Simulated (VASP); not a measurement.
# CdS (P6_3mc) in VASP: further runs

CdS is run at these levels: PBE; tasks: single point.

Everything below comes from runs of VASP 6.6.1. Logs are shortened: lines on timing, memory, paths and dates and some standing lists are left out, and cuts for length are marked.

### Step 1. The cell of the first run

It takes space group P6_3mc (No. 186, hexagonal). Conventional cell: a = 4.111 Å, b = 4.111 Å, c = 6.688 Å, α = 90.00°, β = 90.00°, γ = 120.00°. Cd (site symmetry 3m) has 4 S at 2.51 to 2.52 Å within 3.3 Å. S (site symmetry 3m) has 4 Cd at 2.51 to 2.52 Å within 3.3 Å.

### Step 2. Single point, PBE (volume changed by -6%)

The input, INCAR:

```
  ALGO = Normal
  EDIFF = 1E-7
  ENCUT = 520
  GGA = PE
  ISIF = 2
  ISMEAR = 0
  LASPH = T
  LCHARG = F
  LREAL = F
  LWAVE = F
  NBANDS = 26
  NELM = 60
  PREC = Accurate
  SIGMA = 0.01
```

The input, KPOINTS:

```
k-points
0
Gamma
  6 6 4
```

The input, POSCAR:

```
CdS
1.0
    4.1108829033      0.0000000000      0.0000000000
   -2.0554414516      3.5601290262      0.0000000000
    0.0000000000      0.0000000000      6.6883265461
Cd S
2 2
Direct
    0.3333333333      0.6666666667     -0.0007933861
    0.6666666667      0.3333333333      0.4992066139
    0.3333333333      0.6666666667      0.3757933861
    0.6666666667      0.3333333333      0.8757933861
```

Potentials or basis: VASP PAW PBE potentials, release 64 (Cd, S).

Command:

```sh
> cat potpaw_PBE.64/Cd/POTCAR potpaw_PBE.64/S/POTCAR > POTCAR
> mpirun -np 1 vasp_std > vasp.out
```

OUTCAR:

```text
EDIFF = 1E-7
   ENCUT = 520
   GGA = PE
   ISIF = 2
   ISMEAR = 0
   LASPH = T
   LREAL = F
   NELM = 60
   PREC = Accurate

 ion  position               nearest neighbor table
   1  0.333  0.667  0.999-   4 2.51   4 2.51   4 2.51   3 2.52
   2  0.667  0.333  0.499-   3 2.51   3 2.51   3 2.51   4 2.52
   3  0.333  0.667  0.376-   2 2.51   2 2.51   2 2.51   1 2.52
   4  0.667  0.333  0.876-   1 2.51   1 2.51   1 2.51   2 2.52

  LATTYP: Found a hexagonal cell.
 ALAT       =     4.1108829033
 C/A-ratio  =     1.6269805546

  Lattice vectors:

 A1 = (   4.1108829033,   0.0000000000,   0.0000000000)
 A2 = (  -2.0554414516,   3.5601290262,   0.0000000000)
 A3 = (   0.0000000000,   0.0000000000,   6.6883265461)

Analysis of symmetry for initial positions (statically):
=====================================================================
 Subroutine PRICEL returns:
 Original cell was already a primitive cell.

 Routine SETGRP: Setting up the symmetry group for a
 hexagonal supercell.

 Subroutine GETGRP returns: Found 12 space group operations
 (whereof  6 operations were pure point group operations)
 out of a pool of 24 trial point group operations.

The static configuration has the point symmetry C_3v.
 The point group associated with its full space group is C_6v.

Analysis of symmetry for dynamics (positions and initial velocities):
=====================================================================
 Subroutine PRICEL returns:
 Original cell was already a primitive cell.

 Routine SETGRP: Setting up the symmetry group for a
 hexagonal supercell.

 Subroutine GETGRP returns: Found 12 space group operations
 (whereof  6 operations were pure point group operations)
 out of a pool of 24 trial point group operations.

The dynamic configuration has the point symmetry C_3v.
 The point group associated with its full space group is C_6v.

 Subroutine INISYM returns: Found 12 space group operations
 (whereof  6 operations are pure point group operations),
 and found     1 'primitive' translations

----------------------------------------------------------------------------------------

                                     Primitive cell

  volume of cell :      97.8855

  direct lattice vectors                    reciprocal lattice vectors
     4.110882903  0.000000000  0.000000000     0.243256746  0.140444348  0.000000000
    -2.055441452  3.560129026  0.000000000     0.000000000  0.280888696  0.000000000
     0.000000000  0.000000000  6.688326546     0.000000000  0.000000000  0.149514231

  length of vectors
     4.110882903  4.110882903  6.688326546     0.280888696  0.280888696  0.149514231

  position of ions in fractional coordinates (direct lattice)
     0.333333333  0.666666667  0.999206614
     0.666666667  0.333333333  0.499206614
     0.333333333  0.666666667  0.375793386
     0.666666667  0.333333333  0.875793386

  ion indices of the primitive-cell ions
   primitive index   ion index
                 1           1
                 2           2
                 3           3
                 4           4

----------------------------------------------------------------------------------------

 KPOINTS: k-points

Automatic generation of k-mesh.
 Grid dimensions read from file:
 generate k-points for:    6    6    4

 Generating k-lattice:

  Cartesian coordinates                     Fractional coordinates (reciprocal lattice)
     0.040542791  0.023407391  0.000000000     0.166666667  0.000000000  0.000000000
     0.000000000  0.046814783  0.000000000     0.000000000  0.166666667  0.000000000
     0.000000000  0.000000000  0.037378558     0.000000000  0.000000000  0.250000000

  Length of vectors
     0.046814783  0.046814783  0.037378558

  Shift w.r.t. Gamma in fractional coordinates (k-lattice)
     0.000000000  0.000000000  0.000000000

 Subroutine IBZKPT returns following result:
 ===========================================

 Found     21 irreducible k-points:

 Following reciprocal coordinates:
            Coordinates               Weight
  0.000000  0.000000  0.000000      1.000000
  0.166667 -0.000000  0.000000      6.000000
  0.333333 -0.000000  0.000000      6.000000
  0.500000 -0.000000  0.000000      3.000000
  0.166667  0.166667  0.000000      6.000000
  0.333333  0.166667  0.000000     12.000000
[... 13 lines left out ...]
  0.333333  0.166667  0.500000     12.000000
  0.333333  0.333333  0.500000      2.000000
   k-points           NKPTS =     21   k-points in BZ     NKDIM =     21   number of bands    NBANDS=     26
   number of dos      NEDOS =    301   number of ions     NIONS =      4
   total plane-waves  NPLWV =  51200
   dimension x,y,z NGX =    32 NGY =   32 NGZ =   50
   dimension x,y,z NGXF=    64 NGYF=   64 NGZF=  100
   ions per type =               2   2
   NGX,Y,Z   is equivalent  to a cutoff of  12.94, 12.94, 12.43 a.u.
   NGXF,Y,Z  is equivalent  to a cutoff of  25.88, 25.88, 24.86 a.u.
 SYSTEM =  unknown system
   PREC   = accura    normal or accurate (medium, high low for compatibility)
   ISTART =      0    job   : 0-new  1-cont  2-samecut
   ICHARG =      2    charge: 1-file 2-atom 10-const
   ISPIN  =      1    spin polarized calculation?
   LNONCOLLINEAR =      F non collinear calculations
   LSORBIT =      F    spin-orbit coupling
   LASPH  =      T    aspherical Exc in radial PAW
   ENCUT  =  520.0 eV  38.22 Ry    6.18 a.u.   7.64  7.64 12.44*2*pi/ulx,y,z
   NELM   =     60;   NELMIN=  2; NELMDL= -5     # of ELM steps
   EDIFF  = 0.1E-06   stopping-criterion for ELM
   LREAL  =      F    real-space projection
   EDIFFG = 0.1E-05   stopping-criterion for IOM
   NSW    =      0    number of steps for IOM
   IBRION =     -1    ionic relax: 0-MD 1-quasi-New 2-CG
   NFREE  =      0    steps in history (QN), initial steepest desc. (CG)
   ISIF   =      2    stress and relaxation
   ISYM   =      2    0-nonsym 1-usesym 2-fastsym
   POTIM  = 0.5000    time-step for ionic-motion
   TEBEG  =    0.0;   TEEND  =   0.0 temperature during run
   PSTRESS=    0.0 pullay stress
   NELECT =      36.0000    total number of electrons
   NUPDOWN=      -1.0000    fix difference up-down
   EMIN   =  10.00;   EMAX   =-10.00  energy-range for DOS
   EFERMI =   0.00;   METHOD = LEGACY
   ISMEAR =     0;   SIGMA  =   0.01  broadening in eV -4-tet -1-fermi 0-gaus
   EFERMI_NEDOS =   21; number of points for ismear=-14 and -15
   IALGO  =     38    algorithm
   IMIX   =      4    mixing-type and parameters
     AMIX     =   0.40;   BMIX     =  1.00
     AMIX_MAG =   1.60;   BMIX_MAG =  1.00
  volume/ion in A,a.u.               =      24.47       165.14
  Fermi-wavevector in a.u.,A,eV,Ry     =   1.172923  2.216503 18.718198  1.375749
  Thomas-Fermi vector in A             =   2.309344
   LORBIT       =      0    0 simple, 1 ext, 2 COOP (PROOUT), +10 PAW based schemes
   GGA     = PE    functional components
   LHFCALC =     F    Hartree Fock is set to
   AEXX    =    0.0000 exact exchange contribution
   IVDW    =     0    specifies the selected vdW correction
   LEPSILON=     F    determine dielectric tensor
   LRPA    =     F    only Hartree local field effects (RPA)
 non-spin polarized calculation
 Gauss-broadening in eV      SIGMA  =   0.01
  energy-cutoff  :      520.00
  volume of cell :       97.89
 maximum number of plane-waves:      2653
 NGX is ok and might be reduce to    32
   NGX = 15   NGY = 15   NGZ = 25

 number of electron      35.9999996 magnetization

 Free energy of the ion-electron system (eV)
  ---------------------------------------------------
  ext. energy  EPLUGINS =         0.00000000
  ---------------------------------------------------
  free energy    TOTEN  =       -12.21300522 eV

  energy without entropy =      -12.21300522  energy(sigma->0) =      -12.21300522

 E-fermi :   1.5213     XC(G=0):  -9.2074

 val. band max:        1.4315846430   @ k =   0.0000   0.0000   0.0000
 cond. band min:       2.6919981151   @ k =   0.0000   0.0000   0.0000
 fundamental gap:      1.2604134721
 Fermi energy:         1.5213180366

 k-point     1 :       0.0000    0.0000    0.0000
  band No.  band energies     occupation
      1     -11.0269      2.00000
      2     -10.5815      2.00000
      3      -6.3267      2.00000
      4      -6.3200      2.00000
      5      -6.3200      2.00000
      6      -6.2322      2.00000
[... 18 lines left out ...]
     25       9.0321      0.00000
     26       9.2076      0.00000

 k-point     2 :       0.1667   -0.0000    0.0000
  band No.  band energies     occupation
      1     -10.9289      2.00000
      2     -10.5394      2.00000
      3      -6.2945      2.00000
      4      -6.2807      2.00000
      5      -6.2466      2.00000
      6      -6.1823      2.00000
[... 18 lines left out ...]
     25       9.0138      0.00000
     26       9.6233      0.00000

 k-point     3 :       0.3333   -0.0000    0.0000
  band No.  band energies     occupation
      1     -10.7170      2.00000
      2     -10.4690      2.00000
      3      -6.2387      2.00000
      4      -6.2205      2.00000
      5      -6.0939      2.00000
      6      -6.0609      2.00000
[... 18 lines left out ...]
     25       9.7786      0.00000
     26      10.3431      0.00000

 k-point     4 :       0.5000   -0.0000    0.0000
  band No.  band energies     occupation
      1     -10.5920      2.00000
      2     -10.4526      2.00000
      3      -6.2233      2.00000
      4      -6.2021      2.00000
      5      -6.0080      2.00000
      6      -6.0067      2.00000
[... 18 lines left out ...]
     25       9.8307      0.00000
     26      11.6951      0.00000
[... 409 lines left out ...]
      1     -10.6194      2.00000
      2     -10.6194      2.00000
      3      -6.1903      2.00000
      4      -6.1903      2.00000
      5      -6.1622      2.00000
      6      -6.1622      2.00000
[... 18 lines left out ...]
     25       9.4604      0.00000
     26       9.4604      0.00000

 k-point    20 :       0.3333    0.1667    0.5000
  band No.  band energies     occupation
      1     -10.5122      2.00000
      2     -10.5122      2.00000
      3      -6.1625      2.00000
      4      -6.1625      2.00000
      5      -6.1100      2.00000
      6      -6.1100      2.00000
[... 18 lines left out ...]
     25       9.9447      0.00000
     26       9.9447      0.00000

 k-point    21 :       0.3333    0.3333    0.5000
  band No.  band energies     occupation
      1     -10.4777      2.00000
      2     -10.4777      2.00000
      3      -6.1285      2.00000
      4      -6.1285      2.00000
      5      -6.1108      2.00000
      6      -6.1108      2.00000
[... 18 lines left out ...]
     25      10.7831      0.00000
     26      10.7831      0.00000

------------------------ aborting loop because EDIFF is reached ----------------------------------------

  FORCE on cell =-STRESS in cart. coord.  units (eV):
  Direction    XX          YY          ZZ          XY          YZ          ZX
  --------------------------------------------------------------------------------------
  -------------------------------------------------------------------------------------
  Total        2.5647567      2.5647567      2.5592518      0.0000000      0.0000000      0.0000000
  in kB       41.9796141     41.9796141     41.8895101      0.0000000      0.0000000      0.0000000
  external PRESSURE =      41.9495794 kB  Pullay stress =       0.0000000 kB

 VOLUME and BASIS-vectors are now :
 -----------------------------------------------------------------------------
  energy-cutoff  :      520.00
  volume of cell :       97.89
      direct lattice vectors                 reciprocal lattice vectors
     4.110882903  0.000000000  0.000000000     0.243256746  0.140444348  0.000000000
    -2.055441452  3.560129026  0.000000000     0.000000000  0.280888696  0.000000000
     0.000000000  0.000000000  6.688326546     0.000000000  0.000000000  0.149514231

 POSITION                                       TOTAL-FORCE (eV/Angst)
 -----------------------------------------------------------------------------------
     -0.00000      2.37342      6.68302         0.000000     -0.000000      0.005213
      2.05544      1.18671      3.33886        -0.000000      0.000000      0.005213
     -0.00000      2.37342      2.51343        -0.000000     -0.000000     -0.005213
      2.05544      1.18671      5.85759         0.000000     -0.000000     -0.005213
 -----------------------------------------------------------------------------------
    total drift:                               -0.000000     -0.000000      0.000121

  FREE ENERGIE OF THE ION-ELECTRON SYSTEM (eV)
  ---------------------------------------------------
  free  energy   TOTEN  =       -12.2130052217 eV

  energy  without entropy=      -12.2130052217  energy(sigma->0) =      -12.21300522
```

Wall time 44 s (1 thread of Intel Xeon Platinum 8488C (Sapphire Rapids), shared host); peak memory 0.23 GiB.

Results:

```yaml
Free_energy: -12.2130 eV
Pressure: 4.2 GPa
Largest_force: 0.005 eV/Å
Band_gap_on_the_k_mesh: 1.26 eV, direct
```

Forces on the atoms (eV/Å):
```
Cd   0.000  0.000  0.005
Cd   0.000  0.000  0.005
S    0.000  0.000 -0.005
S    0.000  0.000 -0.005
```

Levels at points of the mesh, in eV from the valence-band top:
| k point | band 15 | band 16 | band 17 | band 18 | band 19 | band 20 | band 21 | band 22 |
| --- | --- | --- | --- | --- | --- | --- | --- | --- |
| (0.00, 0.00, 0.00) | -0.78 | -0.05 | 0.00 | 0.00 | 1.26 | 2.82 | 6.48 | 6.48 |
| (0.50, 0.00, 0.00) | -2.72 | -1.94 | -1.34 | -0.78 | 3.77 | 3.89 | 5.10 | 6.47 |
| (0.00, 0.00, 0.50) | -0.40 | -0.40 | -0.40 | -0.40 | 2.90 | 2.90 | 6.21 | 6.21 |
| (0.50, 0.00, 0.50) | -1.39 | -1.39 | -1.37 | -1.37 | 3.50 | 3.50 | 5.39 | 5.39 |

### Step 3. Single point, PBE (volume changed by -3%)

The input, INCAR:

```
SYSTEM = CdS
PREC = Accurate
ENCUT = 520
EDIFF = 1E-6
ISMEAR = 0
SIGMA = 0.01
LREAL = .FALSE.
LASPH = .TRUE.
NELM = 80
ALGO = Normal
ISIF = 2
LWAVE = .FALSE.
LCHARG = .FALSE.
GGA = PE
NBANDS = 26
```

The input, KPOINTS:

```
Automatic mesh
0
G
  6 6 4
  0 0 0
```

The input, POSCAR:

```
CdS
1.0
    4.1541585351      0.0000000000      0.0000000000
   -2.0770792675      3.5976068227      0.0000000000
    0.0000000000      0.0000000000      6.7587351575
Cd S
2 2
Direct
    0.3333333333      0.6666666667     -0.0007933861
    0.6666666667      0.3333333333      0.4992066139
    0.3333333333      0.6666666667      0.3757933861
    0.6666666667      0.3333333333      0.8757933861
```

Potentials or basis: VASP PAW PBE potentials, release 64 (Cd, S).

Command:

```sh
> cat potpaw_PBE.64/Cd/POTCAR potpaw_PBE.64/S/POTCAR > POTCAR
> mpirun -np 1 vasp_std > vasp.out
```

It took 36 s on 1 thread of Intel Xeon Platinum 8488C (Sapphire Rapids), shared host; peak memory 0.23 GiB.

It converged, with:

```
Free energy            : -12.2741 eV
Pressure               : 2.1 GPa
Band gap on the k mesh : 1.19 eV, direct
```

Forces in eV/Å, atoms in the order of the input:
```
Cd   0.000  0.000  0.002
Cd   0.000  0.000  0.002
S    0.000  0.000 -0.002
S    0.000  0.000 -0.002
```

Levels at points of the mesh, in eV from the valence-band top:
| k point | band 16 | band 17 | band 18 | band 19 | band 20 | band 21 |
| --- | --- | --- | --- | --- | --- | --- |
| (0.00, 0.00, 0.00) | -0.04 | 0.00 | 0.00 | 1.19 | 2.78 | 6.48 |
| (0.50, 0.00, 0.00) | -1.83 | -1.26 | -0.74 | 3.69 | 3.88 | 5.11 |
| (0.00, 0.00, 0.50) | -0.38 | -0.38 | -0.38 | 2.83 | 2.83 | 6.17 |
| (0.50, 0.00, 0.50) | -1.31 | -1.30 | -1.30 | 3.48 | 3.48 | 5.37 |

(Part 1 of 3 ends here.)
